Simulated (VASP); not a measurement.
Crystal: Au.

```
Au
1.0
     2.88054    0.00000    0.00000
    -1.44027    2.49462    0.00000
     0.00000    0.00000    4.84725
Au
2
Direct
  0.66667 0.33333 0.25000
  0.33333 0.66667 0.75000
```

This cell differs from its parent crystal: volume scaled by 0.98.

Program: VASP 6.6.1. Alike in all runs: task single point; no spin polarisation; cell as given; k mesh 11 × 11 × 6; cutoff (eV) 520; smearing fermi-dirac 0.05 eV.

Task: Order these runs on this cell by their pressure, lowest first.
A. level LDA; potentials or basis VASP PAW LDA potentials, release 64 (Au)
B. level PBEsol; potentials or basis VASP PAW PBE potentials, release 64 (Au)
C. level r2SCAN; potentials or basis VASP PAW PBE potentials, release 64 (Au)

Result: A (-7.6 GPa), B (-3.8 GPa), C (1.7 GPa).

Caveats: the PAW data sets were made with another functional, which shifts forces and pressure a little (some runs).
